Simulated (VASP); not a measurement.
NiMoIrPdW:

```
Ni Mo Pd Ir W
1.0
     2.76616    0.00000    0.00000
    -1.38308    2.39557    0.00000
     0.00000    0.00000   11.02292
Ni Mo Pd Ir W
1 1 1 1 1
Direct
  0.33333 0.66667 0.59712
  0.00000 0.00000 0.41074
  0.66667 0.33333 0.79520
  0.66667 0.33333 0.19960
  0.33333 0.66667 0.99734
```

Base run:

```yaml
Program: VASP 6.6.1
Functional: BLYP
Potentials_or_basis: VASP PAW PBE potentials, release 64 (Ni, Mo_sv, Pd, Ir, W_sv)
Cutoff: 520 eV
k_mesh: 8 × 8 × 2
Occupations: fermi-dirac, width 0.05 eV
Spin: collinear spin, ferromagnetic start
Starting_moments: "[1.0, 1.0, 0.0, 0.6, 0.0] μB"
```

Its results: pressure 12.8 GPa; net moment 0.00 μB per cell; largest force 0.245 eV/Å.

**Question.** After a change of settings the same cell gave: pressure -13.4 GPa; net moment 0.00 μB per cell; largest force 0.109 eV/Å. Which change was it?
A. functional from BLYP to PBE; further incar settings from ALGO = Fast; EDIFF = 1e-06; NBANDS = 40 to ALGO = Fast; EDIFF = 1e-07; NBANDS = 40
B. functional from BLYP to LDA; potentials or basis from VASP PAW PBE potentials, release 64 (Ni, Mo_sv, Pd, Ir, W_sv) to VASP PAW LDA potentials, release 64 (Ni, Mo_sv, Pd, Ir, W_sv)
C. functional from BLYP to revPBE; further incar settings from ALGO = Fast; EDIFF = 1e-06; NBANDS = 40 to ALGO = Fast; EDIFF = 1e-07; NBANDS = 40

**Answer.** B.

Caveats: the PAW data sets were made with another functional, which shifts forces and pressure a little (some runs).
